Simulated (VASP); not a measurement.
Write the native input for VASP 6.6.1 that does the following.

```
Task                   : single point
Functional             : PBEsol
Potentials or basis    : VASP PAW PBE potentials, release 64 (Au)
Cutoff                 : 520 eV
k mesh                 : 20 × 20 × 20
Occupations            : gaussian, width 0.15 eV
Spin                   : no spin polarisation
Dipole correction      : no
Further INCAR settings : ALGO = Fast; EDIFF = 1e-06; NBANDS = 12
```

The structure of Au lies in POSCAR:

```
Au
1.0
    0.0000000000      1.9943625000      2.1477750000
    1.9943625000      0.0000000000      2.1477750000
    1.9943625000      1.9943625000      0.0000000000
Au
1
Direct
    0.0000000000      0.0000000000      0.0000000000
```

This cell differs from its parent crystal: strain -0.025 along x and y, +0.050 along z.

These files were run (other wordings do the same):

INCAR

```
SYSTEM = Au
  PREC = Accurate
  ENCUT = 520
  EDIFF = 1E-6
  ISMEAR = 0
  SIGMA = 0.15
  LREAL = .FALSE.
  LASPH = .TRUE.
  NELM = 80
  ALGO = Fast
  ISIF = 2
  LWAVE = .FALSE.
  LCHARG = .TRUE.
  GGA = PS
  LELF = .TRUE.
  LVHAR = .TRUE.
  NBANDS = 12
```

KPOINTS

```
Automatic mesh
0
G
  20 20 20
  0 0 0
```

Potentials or basis: VASP PAW PBE potentials, release 64 (Au).

Run with:

```bash
$ cat potpaw_PBE.64/Au/POTCAR > POTCAR
$ mpirun -np 1 vasp_std > vasp.out
```

Results of the run:

The pressure is -0.7 GPa.

Caveat: the cell differs from its parent crystal (strain -0.025 along x and y, +0.050 along z); the PAW data sets were made with another functional, which shifts forces and pressure a little.

Run time: 110 s on 1 thread of Intel(R) Xeon(R) Platinum 8175M CPU @ 2.50GHz (Skylake/Cascade Lake), with other jobs on the host, peak memory 0.25 GiB.
